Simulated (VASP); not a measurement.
Here is a VASP 6.6.1 calculation.

The input INCAR:

```
SYSTEM = Zr
ALGO     = Fast           ! electronic algorithm
EDIFF    = 1E-7           ! SCF threshold, eV
ENCUT    = 520            ! plane-wave cutoff, eV
GGA      = PS             ! functional
ISIF     = 2              ! what is computed and relaxed
ISMEAR   = 0              ! smearing method
LASPH    = .True.         ! aspherical terms in the spheres
LCHARG   = .False.        ! write CHGCAR
LREAL    = .False.        ! projectors in reciprocal space
LWAVE    = .False.        ! write WAVECAR
NBANDS   = 19             ! bands
NELM     = 100            ! most SCF steps
PREC     = Accurate       ! precision mode
SIGMA    = 0.15           ! smearing width, eV
```

Contents of KPOINTS:

```
k-points
0
Gamma
  18 18 10
  0 0 0
```

The input POSCAR:

```
Zr
1.0
    2.9613517485      0.0000000000      0.0000000000
   -1.4806758742      2.5646058437      0.0000000000
    0.0000000000      0.0000000000      6.1307894745
Zr
2
Direct
    0.3333333333      0.6666666667      0.2500000000
    0.6666666667      0.3333333333      0.7500000000
```

Potentials or basis: VASP PAW PBE potentials, release 64 (Zr_sv).

Launch:

```console
$ cat potpaw_PBE.64/Zr_sv/POTCAR > POTCAR
$ mpirun -np 1 vasp_std > vasp.out
```

Question: What does it give for the band gap on the k mesh?

Answer: Zero (band 12 reaches 8.68 eV, above the bottom of band 13 at 8.51 eV).

Question: Estimate the pressure.

Answer: -3.3 GPa.

Stress tensor (GPa, compression positive):
```
  0.92   0.00   0.00
  0.00   0.92   0.00
  0.00   0.00 -11.71
```

Caveat: the PAW data sets were made with another functional, which shifts forces and pressure a little.
